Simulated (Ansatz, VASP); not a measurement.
MnF2 in VASP and in Ansatz

Contents of INCAR:

```
SYSTEM = MnF2
  ALGO = Normal
  EDIFF = 1E-6
  ENCUT = 520
  ISIF = 2
  ISMEAR = 0
  ISPIN = 2
  LASPH = .TRUE.
  LCHARG = .FALSE.
  LDAU = .TRUE.
  LDAUJ = 0 0
  LDAUL = 2 -1
  LDAUPRINT = 1
  LDAUTYPE = 2
  LDAUU = 4 0
  LMAXMIX = 4
  LORBIT = 11
  LREAL = .FALSE.
  LWAVE = .FALSE.
  MAGMOM = 4.62 -4.62 -0.03 0.03 -0.03 0.03
  NBANDS = 40
  NELM = 150
  PREC = Accurate
  SIGMA = 0.05
```

File KPOINTS:

```
k-points
0
G
  4 4 6
  0 0 0
```

File POSCAR:

```
MnF2
1.0
    4.8733996600      0.0000000000      0.0000000000
    0.0000000000      4.8733996600      0.0000000000
    0.0000000000      0.0000000000      3.3098997700
Mn F
2 4
Direct
    0.0000000000      0.0000000000      0.0000000000
    0.5000000000      0.5000000000      0.5000000000
    0.3050000000      0.3050000000      0.0000000000
    0.1950000000      0.8050000000      0.5000000000
    0.6950000000      0.6950000000      0.0000000000
    0.8050000000      0.1950000000      0.5000000000
```

Input for Ansatz:

```yaml
crystal:
  lattice:
    - [4.87339966, 0.0, 0.0]
    - [0.0, 4.87339966, 0.0]
    - [0.0, 0.0, 3.30989977]
  atoms:
    - { symbol: Mn, position: [0.0, 0.0, 0.0], spin: 5.0 }
    - { symbol: Mn, position: [0.5, 0.5, 0.5], spin: -5.0 }
    - { symbol: F, position: [0.305, 0.305, 0.0] }
    - { symbol: F, position: [0.195, 0.805, 0.5] }
    - { symbol: F, position: [0.695, 0.695, 0.0] }
    - { symbol: F, position: [0.805, 0.195, 0.5] }
basis:
  ecutwfc: 420
  ecutrho_ratio: 4
kpoints:
  mp_grid: { grid: [4, 4, 6] }
hamiltonian:
  xc: lda
  hubbard:
    sites:
      - { site: 0, l: d, u_eff: 4.0, starting_ns: [{ spin: up, occupation_matrix: s0up }, { spin: down, occupation_matrix: s0down }] }
      - { site: 1, l: d, u_eff: 4.0, starting_ns: [{ spin: up, occupation_matrix: s1up }, { spin: down, occupation_matrix: s1down }] }
    occupation_matrices:
      s0up:
        matrix:
          - [0.97, 0.0, 0.0, 0.0, 0.0]
          - [0.0, 0.97, 0.0, 0.0, 0.0]
          - [0.0, 0.0, 0.97, 0.0, 0.0]
          - [0.0, 0.0, 0.0, 0.97, 0.0]
          - [0.0, 0.0, 0.0, 0.0, 0.97]
      s0down:
        matrix:
          - [0.02, 0.0, 0.0, 0.0, 0.0]
          - [0.0, 0.02, 0.0, 0.0, 0.0]
          - [0.0, 0.0, 0.02, 0.0, 0.0]
          - [0.0, 0.0, 0.0, 0.02, 0.0]
          - [0.0, 0.0, 0.0, 0.0, 0.02]
      s1up:
        matrix:
          - [0.02, 0.0, 0.0, 0.0, 0.0]
          - [0.0, 0.02, 0.0, 0.0, 0.0]
          - [0.0, 0.0, 0.02, 0.0, 0.0]
          - [0.0, 0.0, 0.0, 0.02, 0.0]
          - [0.0, 0.0, 0.0, 0.0, 0.02]
      s1down:
        matrix:
          - [0.97, 0.0, 0.0, 0.0, 0.0]
          - [0.0, 0.97, 0.0, 0.0, 0.0]
          - [0.0, 0.0, 0.97, 0.0, 0.0]
          - [0.0, 0.0, 0.0, 0.97, 0.0]
          - [0.0, 0.0, 0.0, 0.0, 0.97]
    ns_hold: { iters: 8 }
scf:
  occupations: { method: gaussian, width: 0.05 }
  lower_state_search: "off"
  max_iter: 150
output:
  forces: true
  stress: true
  eigenvalues: true
  populations: true
  hubbard: { sites: [{ site: 0, l: d }, { site: 1, l: d }] }
  write_density: true
  write_potential: true
  elf: true
  volumetric_format: npy
magnetization:
  spin_polarized: true
```

Alike in both runs: task single point; functional LDA; k mesh 4 × 4 × 6; occupations gaussian, width 0.05 eV; collinear spin; Hubbard terms Mn d U = 4.0 eV.

|  | VASP | Ansatz |
| --- | --- | --- |
| version | VASP 6.6.1 | Ansatz 0.2.0 |
| potentials or method | VASP PAW LDA potentials, release 64 (Mn_pv, F), cutoff 520 eV | scalar-relativistic, plane waves, PAW |
| valence electrons in the cell | 54 | 58 |

|  | VASP | Ansatz | Ansatz less VASP |
| --- | --- | --- | --- |
| gap on the k mesh at the Fermi level (eV) | 3.15 | 3.30 | +0.142 |
| least direct gap on the mesh (eV) | 3.20 | 3.34 | +0.142 |
| pressure (GPa) | -4.9 | -3.9 | +1.00 |
| traceless stress, the component that is largest in VASP (GPa) | -0.76 | -0.56 | +0.196 |
| rms of the force components (eV/Å) | 0.010 | 0.011 | +0.0014 |
| net moment per atom (μB) | 0.00 | 0.00 | 0.000 |
| size of the moment on the site where the two differ most (μB) | 4.64 | 4.20 | -0.437 |

LDA's correlation is that of Perdew and Zunger in VASP and of Perdew and Wang (1992) in Ansatz. Site moments also hang on the region over which each program counts them. The programs project onto different local orbitals, so the same U acts differently, and such runs can settle in different states. Atom by atom the forces differ by 0.001 eV/Å (rms over components). VASP's potentials hold 54 valence electrons a cell and Ansatz's 58, so a difference there can come from the potentials and not from the codes.
